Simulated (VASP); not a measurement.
# LaTe (R-3m) in VASP: further runs

The runs below take LaTe through single point, with LDA.

All numbers are computed with VASP 6.6.1; they aren't measurements. Logs are shortened: lines on timing, memory, paths and dates and some standing lists are left out, and cuts for length are marked.

### 1 The cell of the first run

It takes space group R-3m (No. 166, trigonal). Conventional cell: a = 4.586 Å, b = 4.586 Å, c = 10.901 Å, α = 90.00°, β = 90.00°, γ = 120.00°. Within 4.2 Å of La (site symmetry -3m) lie 6 Te at 3.21 Å. Within 4.2 Å of Te (site symmetry -3m) lie 6 La at 3.21 Å.

### 2 Single point, LDA (equal xy, yz and zx shear strains of -2 %)

The input, INCAR:

```
SYSTEM = LaTe
ALGO = Normal
EDIFF = 1E-7
ENCUT = 520
GGA = CA
ISIF = 2
ISMEAR = -1
LASPH = .TRUE.
LCHARG = .TRUE.
LELF = .TRUE.
LREAL = .FALSE.
LVHAR = .TRUE.
LWAVE = .FALSE.
NBANDS = 16
NELM = 60
PREC = Accurate
SIGMA = 0.08
```

The input, KPOINTS:

```
k-points
0
G
  10 10 10
  0 0 0
```

The input, POSCAR:

```
LaTe
1.0
   -0.0642200000      3.1788900000      3.1788900000
    3.1788900000     -0.0642200000      3.1788900000
    3.1788900000      3.1788900000     -0.0642200000
La Te
1 1
Direct
    0.0000000000      0.0000000000      0.0000000000
    0.5000000000      0.5000000000      0.5000000000
```

Potentials or basis: VASP PAW LDA potentials, release 64 (La, Te).

Command:

```bash
$ cat potpaw_LDA.64/La/POTCAR potpaw_LDA.64/Te/POTCAR > POTCAR
$ mpirun -np 1 vasp_std > vasp.out
```

OUTCAR:

```text
SYSTEM = LaTe
   EDIFF = 1E-7
   ENCUT = 520
   GGA = CA
   ISIF = 2
   ISMEAR = -1
   LASPH = .TRUE.
   LREAL = .FALSE.
   NELM = 60
   PREC = Accurate

 ion  position               nearest neighbor table
   1  0.000  0.000  0.000-   2 3.21   2 3.21   2 3.21   2 3.21   2 3.21   2 3.21
   2  0.500  0.500  0.500-   1 3.21   1 3.21   1 3.21   1 3.21   1 3.21   1 3.21

  LATTYP: Found a trigonal (rhomboedric) cell.
 ALAT       =     4.4960880188
 COS(alpha) =     0.4797000918

  Lattice vectors:

 A1 = (  -0.0642200000,   3.1788900000,   3.1788900000)
 A2 = (   3.1788900000,  -0.0642200000,   3.1788900000)
 A3 = (   3.1788900000,   3.1788900000,  -0.0642200000)

Analysis of symmetry for initial positions (statically):
=====================================================================
 Subroutine PRICEL returns:
 Original cell was already a primitive cell.

 Routine SETGRP: Setting up the symmetry group for a
 trigonal (rhombohedral) supercell.

 Subroutine GETGRP returns: Found 12 space group operations
 (whereof 12 operations were pure point group operations)
 out of a pool of 12 trial point group operations.

The static configuration has the point symmetry D_3d.

Analysis of symmetry for dynamics (positions and initial velocities):
=====================================================================
 Subroutine PRICEL returns:
 Original cell was already a primitive cell.

 Routine SETGRP: Setting up the symmetry group for a
 trigonal (rhombohedral) supercell.

 Subroutine GETGRP returns: Found 12 space group operations
 (whereof 12 operations were pure point group operations)
 out of a pool of 12 trial point group operations.

The dynamic configuration has the point symmetry D_3d.

 Subroutine INISYM returns: Found 12 space group operations
 (whereof 12 operations are pure point group operations),
 and found     1 'primitive' translations

----------------------------------------------------------------------------------------

                                     Primitive cell

  volume of cell :      66.1942

  direct lattice vectors                    reciprocal lattice vectors
    -0.064220000  3.178890000  3.178890000    -0.152599807  0.155746194  0.155746194
     3.178890000 -0.064220000  3.178890000     0.155746194 -0.152599807  0.155746194
     3.178890000  3.178890000 -0.064220000     0.155746194  0.155746194 -0.152599807

  length of vectors
     4.496088019  4.496088019  4.496088019     0.267956070  0.267956070  0.267956070

  position of ions in fractional coordinates (direct lattice)
     0.000000000  0.000000000  0.000000000
     0.500000000  0.500000000  0.500000000

  ion indices of the primitive-cell ions
   primitive index   ion index
                 1           1
                 2           2

----------------------------------------------------------------------------------------

 KPOINTS: k-points

Automatic generation of k-mesh.
 Grid dimensions read from file:
 generate k-points for:   10   10   10

 Generating k-lattice:

  Cartesian coordinates                     Fractional coordinates (reciprocal lattice)
    -0.015259981  0.015574619  0.015574619     0.100000000 -0.000000000 -0.000000000
     0.015574619 -0.015259981  0.015574619    -0.000000000  0.100000000 -0.000000000
     0.015574619  0.015574619 -0.015259981    -0.000000000 -0.000000000  0.100000000

  Length of vectors
     0.026795607  0.026795607  0.026795607

  Shift w.r.t. Gamma in fractional coordinates (k-lattice)
     0.000000000  0.000000000  0.000000000

 Subroutine IBZKPT returns following result:
 ===========================================

 Found    116 irreducible k-points:

 Following reciprocal coordinates:
            Coordinates               Weight
  0.000000  0.000000  0.000000      1.000000
  0.100000 -0.000000 -0.000000      6.000000
  0.200000 -0.000000 -0.000000      6.000000
  0.300000  0.000000 -0.000000      6.000000
  0.400000 -0.000000 -0.000000      6.000000
  0.500000 -0.000000 -0.000000      3.000000
[... 16 lines left out ...]
  0.300000  0.300000  0.000000      6.000000
  0.400000  0.300000 -0.000000     12.000000
 [... further k-points ...]
   k-points           NKPTS =    116   k-points in BZ     NKDIM =    116   number of bands    NBANDS=     16
   number of dos      NEDOS =    301   number of ions     NIONS =      2
   total plane-waves  NPLWV =  46656
   dimension x,y,z NGX =    36 NGY =   36 NGZ =   36
   dimension x,y,z NGXF=    72 NGYF=   72 NGZF=   72
   ions per type =               1   1
   NGX,Y,Z   is equivalent  to a cutoff of  13.31, 13.31, 13.31 a.u.
   NGXF,Y,Z  is equivalent  to a cutoff of  26.62, 26.62, 26.62 a.u.
 SYSTEM =  LaTe
   PREC   = accura    normal or accurate (medium, high low for compatibility)
   ISTART =      0    job   : 0-new  1-cont  2-samecut
   ICHARG =      2    charge: 1-file 2-atom 10-const
   ISPIN  =      1    spin polarized calculation?
   LNONCOLLINEAR =      F non collinear calculations
   LSORBIT =      F    spin-orbit coupling
   LASPH  =      T    aspherical Exc in radial PAW
   ENCUT  =  520.0 eV  38.22 Ry    6.18 a.u.   8.36  8.36  8.36*2*pi/ulx,y,z
   NELM   =     60;   NELMIN=  2; NELMDL= -5     # of ELM steps
   EDIFF  = 0.1E-06   stopping-criterion for ELM
   LREAL  =      F    real-space projection
   EDIFFG = 0.1E-05   stopping-criterion for IOM
   NSW    =      0    number of steps for IOM
   IBRION =     -1    ionic relax: 0-MD 1-quasi-New 2-CG
   NFREE  =      0    steps in history (QN), initial steepest desc. (CG)
   ISIF   =      2    stress and relaxation
   ISYM   =      2    0-nonsym 1-usesym 2-fastsym
   POTIM  = 0.5000    time-step for ionic-motion
   TEBEG  =    0.0;   TEEND  =   0.0 temperature during run
   PSTRESS=    0.0 pullay stress
   NELECT =      17.0000    total number of electrons
   NUPDOWN=      -1.0000    fix difference up-down
   EMIN   =  10.00;   EMAX   =-10.00  energy-range for DOS
   EFERMI =   0.00;   METHOD = LEGACY
   ISMEAR =    -1;   SIGMA  =   0.08  broadening in eV -4-tet -1-fermi 0-gaus
   EFERMI_NEDOS =   21; number of points for ismear=-14 and -15
   IALGO  =     38    algorithm
   IMIX   =      4    mixing-type and parameters
     AMIX     =   0.40;   BMIX     =  1.00
     AMIX_MAG =   1.60;   BMIX_MAG =  1.00
  volume/ion in A,a.u.               =      33.10       223.35
  Fermi-wavevector in a.u.,A,eV,Ry     =   1.040602  1.966452 14.733096  1.082852
  Thomas-Fermi vector in A             =   2.175185
   LORBIT       =      0    0 simple, 1 ext, 2 COOP (PROOUT), +10 PAW based schemes
   GGA     = CA    functional components
   LHFCALC =     F    Hartree Fock is set to
   AEXX    =    0.0000 exact exchange contribution
   IVDW    =     0    specifies the selected vdW correction
   LEPSILON=     F    determine dielectric tensor
   LRPA    =     F    only Hartree local field effects (RPA)
 non-spin polarized calculation
  energy-cutoff  :      520.00
  volume of cell :       66.19
 maximum number of plane-waves:      1801
 NGX is ok and might be reduce to    36
   NGX = 17   NGY = 17   NGZ = 17

 number of electron      17.0000000 magnetization

 Free energy of the ion-electron system (eV)
  ---------------------------------------------------
  ext. energy  EPLUGINS =         0.00000000
  ---------------------------------------------------
  free energy    TOTEN  =       -12.62021510 eV

  energy without entropy =      -12.58819226  energy(sigma->0) =      -12.60420368

 E-fermi :   8.2329     XC(G=0):  -9.7850

 val. band max:        8.2214738361   @ k =  -0.1000   0.1000   0.0000
 cond. band min:       8.2397878866   @ k =  -0.4000   0.4000   0.2000
 fundamental gap:      0.0183140505
 Fermi energy:         8.2328645309

 k-point     1 :       0.0000    0.0000    0.0000
  band No.  band energies     occupation
      1     -25.0335      2.00000
      2      -8.7479      2.00000
      3      -8.7479      2.00000
      4      -8.7219      2.00000
      5      -4.0978      2.00000
      6       5.9245      2.00000
[... 8 lines left out ...]
     15       9.6422      0.00000
     16       9.6558      0.00000

 k-point     2 :       0.1000   -0.0000   -0.0000
  band No.  band energies     occupation
      1     -25.0313      2.00000
      2      -8.8007      2.00000
      3      -8.7486      2.00000
      4      -8.7260      2.00000
      5      -3.9920      2.00000
      6       5.4819      2.00000
[... 8 lines left out ...]
     15       9.6529      0.00000
     16       9.6628      0.00000

 k-point     3 :       0.2000   -0.0000   -0.0000
  band No.  band energies     occupation
      1     -25.0255      2.00000
      2      -8.9361      2.00000
      3      -8.7503      2.00000
      4      -8.7312      2.00000
      5      -3.7161      2.00000
      6       4.6095      2.00000
[... 8 lines left out ...]
     15       9.6583      0.00000
     16       9.7155      0.00000

 k-point     4 :       0.3000    0.0000   -0.0000
  band No.  band energies     occupation
      1     -25.0184      2.00000
      2      -9.0905      2.00000
      3      -8.7524      2.00000
      4      -8.7370      2.00000
      5      -3.3706      2.00000
      6       3.7839      2.00000
[... 8 lines left out ...]
     15       9.6624      0.00000
     16       9.8429      0.00000
[... 324 lines left out ...]
 k-point    22 :      -0.2000    0.2000    0.0000
  band No.  band energies     occupation
      1     -25.0160      2.00000
      2      -9.0547      2.00000
      3      -8.8326      2.00000
      4      -8.7326      2.00000
      5      -3.3751      2.00000
      6       3.7326      2.00000
[... 8 lines left out ...]
     15       9.6391      0.00000
     16       9.8802      0.00000

 k-point    23 :       0.3000    0.3000    0.0000
  band No.  band energies     occupation
      1     -25.0124      2.00000
      2      -8.9932      2.00000
      3      -8.8304      2.00000
      4      -8.8078      2.00000
      5      -3.6000      2.00000
      6       3.9206      2.00000
[... 8 lines left out ...]
     15       9.7624      0.00000
     16       9.8089      0.00000

 k-point    24 :       0.4000    0.3000   -0.0000
  band No.  band energies     occupation
      1     -25.0076      2.00000
      2      -9.0367      2.00000
      3      -8.8507      2.00000
      4      -8.8186      2.00000
      5      -3.5730      2.00000
      6       4.0347      2.00000
[... 8 lines left out ...]
     15       9.6950      0.00000
     16       9.8380      0.00000

 [... further k-points ...]

------------------------ aborting loop because EDIFF is reached ----------------------------------------

  FORCE on cell =-STRESS in cart. coord.  units (eV):
  Direction    XX          YY          ZZ          XY          YZ          ZX
  --------------------------------------------------------------------------------------
  -------------------------------------------------------------------------------------
  Total       -0.8812664     -0.8812664     -0.8812664      0.0810448      0.0810448      0.0810448
  in kB      -21.3303535    -21.3303535    -21.3303535      1.9616239      1.9616239      1.9616239
  external PRESSURE =     -21.3303535 kB  Pullay stress =       0.0000000 kB

 VOLUME and BASIS-vectors are now :
 -----------------------------------------------------------------------------
  energy-cutoff  :      520.00
  volume of cell :       66.19
      direct lattice vectors                 reciprocal lattice vectors
    -0.064220000  3.178890000  3.178890000    -0.152599807  0.155746194  0.155746194
     3.178890000 -0.064220000  3.178890000     0.155746194 -0.152599807  0.155746194
     3.178890000  3.178890000 -0.064220000     0.155746194  0.155746194 -0.152599807

 POSITION                                       TOTAL-FORCE (eV/Angst)
 -----------------------------------------------------------------------------------
      0.00000      0.00000      0.00000        -0.000000      0.000000     -0.000000
      3.14678      3.14678      3.14678         0.000000     -0.000000      0.000000
 -----------------------------------------------------------------------------------
    total drift:                                0.000000      0.000000      0.000000

  FREE ENERGIE OF THE ION-ELECTRON SYSTEM (eV)
  ---------------------------------------------------
  free  energy   TOTEN  =       -12.6202150956 eV

  energy  without entropy=      -12.5881922588  energy(sigma->0) =      -12.60420368
```

Run time: 3.8 min. Hardware: 1 thread of Oxide Virtual Turin-like, shared host; peak memory 0.25 GiB.

What came out:

* Free energy: -12.6202 eV
* Pressure: -2.1 GPa
* Band gap on the k mesh: zero (an odd number of electrons rules out a gap without spin polarisation)

Levels at points of the mesh, in eV from the Fermi level:
```
           k point  band 6  band 7  band 8  band 9  band 10  band 11
(0.00, 0.00, 0.00)   -2.31   -2.31   -2.20   -0.09    -0.09     0.15
(0.50, 0.00, 0.00)   -5.24   -3.91   -3.77    0.75     1.07     1.10
(0.50, 0.50, 0.00)   -3.60   -2.72   -2.62   -1.61     1.18     1.18
(0.50, 0.50, 0.50)   -5.23   -3.98   -3.98    0.76     1.07     1.07
```

Caveat: the cell differs from its parent crystal (equal xy, yz and zx shear strains of -2 %); spin-orbit coupling is left out, which moves the levels of the heavy elements.

### 3 Single point, LDA (equal xy, yz and zx shear strains of -1 %)

The input, INCAR:

```
SYSTEM = LaTe
PREC = Accurate ; ENCUT = 520
EDIFF = 1E-6 ; ISMEAR = -1
SIGMA = 0.08 ; LREAL = .False.
LASPH = .True. ; NELM = 100
ALGO = Normal ; ISIF = 2
LWAVE = .False. ; LCHARG = .False.
NBANDS = 16
```

The input, KPOINTS:

```
Automatic mesh
0
Gamma
  10 10 10
  0 0 0
```

The input, POSCAR:

```
LaTe
1.0
   -0.0321100000      3.1949450000      3.1949450000
    3.1949450000     -0.0321100000      3.1949450000
    3.1949450000      3.1949450000     -0.0321100000
La Te
1 1
Direct
    0.0000000000      0.0000000000      0.0000000000
    0.5000000000      0.5000000000      0.5000000000
```

Potentials or basis: VASP PAW LDA potentials, release 64 (La, Te).

Command:

```bash
$ cat potpaw_LDA.64/La/POTCAR potpaw_LDA.64/Te/POTCAR > POTCAR
$ mpirun -np 1 vasp_std > vasp.out
```

Wall time 3 min (1 thread of Oxide Virtual Turin-like, shared host); peak memory 0.26 GiB.

It converged, with:

* Free energy: -12.6218 eV
* Pressure: -2.1 GPa
* Band gap on the k mesh: zero (an odd number of electrons rules out a gap without spin polarisation)

Stress tensor (GPa, compression positive):
```
-2.11  0.09  0.09
 0.09 -2.11  0.09
 0.09  0.09 -2.11
```

Levels at points of the mesh, in eV from the Fermi level:
```csv
k point,band 4,band 5,band 6,band 7,band 8,band 9,band 10,band 11,band 12,band 13
"(0.00, 0.00, 0.00)",-16.97,-12.33,-2.30,-2.30,-2.24,-0.06,-0.06,0.07,0.67,0.67
"(0.50, 0.00, 0.00)",-16.98,-11.20,-5.24,-3.90,-3.83,0.75,1.07,1.09,1.29,1.30
"(0.50, 0.50, 0.00)",-17.09,-11.99,-3.60,-2.70,-2.65,-1.61,1.17,1.18,1.25,1.26
"(0.50, 0.50, 0.50)",-17.00,-11.19,-5.24,-3.94,-3.94,0.75,1.08,1.08,1.30,1.30
```

Caveat: the cell differs from its parent crystal (equal xy, yz and zx shear strains of -1 %); spin-orbit coupling is left out, which moves the levels of the heavy elements.

### 4 Single point, LDA (equal xy, yz and zx shear strains of +1 %)

The input, INCAR:

```
SYSTEM = LaTe
PREC = Accurate
ENCUT = 520
EDIFF = 1E-6
ISMEAR = -1
SIGMA = 0.08
LREAL = .FALSE.
LASPH = .TRUE.
NELM = 60
ALGO = Normal
ISIF = 2
LWAVE = .FALSE.
LCHARG = .TRUE.
LELF = .TRUE.
LVHAR = .TRUE.
NBANDS = 16
```

The input, KPOINTS:

```
Automatic mesh
0
G
  10 10 10
  0 0 0
```

The input, POSCAR:

```
LaTe
1.0
    0.0321100000      3.2270550000      3.2270550000
    3.2270550000      0.0321100000      3.2270550000
    3.2270550000      3.2270550000      0.0321100000
La Te
1 1
Direct
    0.0000000000      0.0000000000      0.0000000000
    0.5000000000      0.5000000000      0.5000000000
```

Command:

```bash
$ cat potpaw_LDA.64/La/POTCAR potpaw_LDA.64/Te/POTCAR > POTCAR
$ mpirun -np 1 vasp_std > vasp.out
```

It took 3.4 min on 1 thread of Oxide Virtual Turin-like, shared host; peak memory 0.25 GiB.

The run converged. Its results:

```yaml
Free_energy: -12.6218 eV
Pressure: -2.1 GPa
Band_gap_on_the_k_mesh: zero (an odd number of electrons rules out a gap without spin polarisation)
```

Stress tensor (GPa, compression positive):
```
-2.11 -0.09 -0.09
-0.09 -2.11 -0.09
-0.09 -0.09 -2.11
```

Levels at points of the mesh, in eV from the Fermi level:
| k point | band 4 | band 5 | band 6 | band 7 | band 8 | band 9 | band 10 | band 11 | band 12 | band 13 |
| --- | --- | --- | --- | --- | --- | --- | --- | --- | --- | --- |
| (0.00, 0.00, 0.00) | -16.97 | -12.33 | -2.32 | -2.26 | -2.26 | -0.10 | 0.03 | 0.03 | 0.67 | 0.67 |
| (0.50, 0.00, 0.00) | -16.99 | -11.20 | -5.24 | -3.94 | -3.86 | 0.75 | 1.07 | 1.08 | 1.29 | 1.30 |
| (0.50, 0.50, 0.00) | -17.09 | -11.99 | -3.60 | -2.70 | -2.65 | -1.61 | 1.17 | 1.18 | 1.25 | 1.26 |
| (0.50, 0.50, 0.50) | -16.98 | -11.20 | -5.24 | -3.83 | -3.83 | 0.74 | 1.08 | 1.08 | 1.29 | 1.29 |

Caveat: the cell differs from its parent crystal (equal xy, yz and zx shear strains of +1 %); spin-orbit coupling is left out, which moves the levels of the heavy elements.

### 5 Single point, LDA (equal xy, yz and zx shear strains of +2 %)

The input, INCAR:

```
PREC = Accurate
ENCUT = 520
EDIFF = 1E-6
ISMEAR = -1
SIGMA = 0.08
LREAL = False
LASPH = True
NELM = 100
ALGO = Normal
ISIF = 2
LWAVE = False
LCHARG = False
GGA = CA
NBANDS = 16
```

The input, KPOINTS:

```
regular mesh
0
Gamma
  10 10 10
```

The input, POSCAR:

```
LaTe
1.0
    0.0642200000      3.2431100000      3.2431100000
    3.2431100000      0.0642200000      3.2431100000
    3.2431100000      3.2431100000      0.0642200000
La Te
1 1
Direct
    0.0000000000      0.0000000000      0.0000000000
    0.5000000000      0.5000000000      0.5000000000
```

Command:

```bash
$ cat potpaw_LDA.64/La/POTCAR potpaw_LDA.64/Te/POTCAR > POTCAR
$ mpirun -np 1 vasp_std > vasp.out
```

Wall time 2.5 min (1 thread of Oxide Virtual Turin-like, shared host); peak memory 0.26 GiB.

The run converged. Its results:

* Free energy: -12.6205 eV
* Pressure: -2.1 GPa
* Band gap on the k mesh: zero (an odd number of electrons rules out a gap without spin polarisation)

Stress tensor (GPa, compression positive):
```
-2.12 -0.17 -0.17
-0.17 -2.12 -0.17
-0.17 -0.17 -2.12
```

Levels at points of the mesh, in eV from the Fermi level:
| k point | band 4 | band 5 | band 6 | band 7 | band 8 | band 9 | band 10 | band 11 | band 12 | band 13 |
| --- | --- | --- | --- | --- | --- | --- | --- | --- | --- | --- |
| (0.00, 0.00, 0.00) | -16.96 | -12.33 | -2.35 | -2.24 | -2.24 | -0.17 | 0.07 | 0.07 | 0.68 | 0.68 |
| (0.50, 0.00, 0.00) | -16.99 | -11.19 | -5.24 | -3.98 | -3.84 | 0.75 | 1.07 | 1.09 | 1.29 | 1.31 |
| (0.50, 0.50, 0.00) | -17.08 | -11.98 | -3.60 | -2.72 | -2.63 | -1.61 | 1.18 | 1.18 | 1.25 | 1.26 |
| (0.50, 0.50, 0.50) | -16.97 | -11.21 | -5.24 | -3.77 | -3.77 | 0.74 | 1.09 | 1.09 | 1.28 | 1.28 |

Caveat: the cell differs from its parent crystal (equal xy, yz and zx shear strains of +2 %); spin-orbit coupling is left out, which moves the levels of the heavy elements.

### 6 The runs side by side

| cell | gap on the mesh (eV) | pressure (GPa) |
| --- | --- | --- |
| a = 4.496 Å, angles 61.3°, 2 atoms | none | -2.1 |
| a = 4.518 Å, angles 60.7°, 2 atoms | none | -2.1 |
| a = 4.564 Å, angles 59.3°, 2 atoms | none | -2.1 |
| a = 4.587 Å, angles 58.7°, 2 atoms | none | -2.1 |

Alike in all rows: task single point; level LDA; potentials or basis VASP PAW LDA potentials, release 64 (La, Te); no spin polarisation; k mesh 10 × 10 × 10; cutoff (eV) 520; smearing fermi-dirac 0.08 eV.

Caveats: spin-orbit coupling is left out, which moves the levels of the heavy elements.

Absolute energies hang on the potentials; compare differences alone.
